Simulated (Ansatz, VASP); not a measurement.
BaS in VASP and in Ansatz

```xyz
2
Lattice="0.0000 3.1938 3.1938 3.1938 0.0000 3.1938 3.1938 3.1938 0.0000" Properties=species:S:1:pos:R:3 pbc="T T T"
Ba    0.0000    0.0000    0.0000
S     3.1938    3.1938    3.1938
```

Alike in both runs: functional r2SCAN0; k mesh 4 × 4 × 4; occupations fermi-dirac, width 0.05 eV; no spin polarisation.

|  | VASP | Ansatz |
| --- | --- | --- |
| version | VASP 6.6.1 | Ansatz 0.2.0 |
| potentials or method | VASP PAW PBE potentials, release 64 (Ba_sv, S) | Ansatz PAW |
| plane-wave cutoff (eV) | 520 | 500 |
| valence electrons in the cell | 16 | 16 |
| task | single point | band structure |

|  | VASP | Ansatz | Ansatz less VASP |
| --- | --- | --- | --- |
| gap on the k mesh at the Fermi level (eV) | 3.95 | 4.01 | +0.065 |
| least direct gap on the mesh (eV) | 4.11 | 4.15 | +0.039 |
| pressure (GPa) | 1.1 | 0.6 | -0.46 |

VASP's potentials were made for PBE, not for r2SCAN0.

The k mesh is coarse, so the values compare programs but aren't converged. Spin-orbit coupling is off throughout.
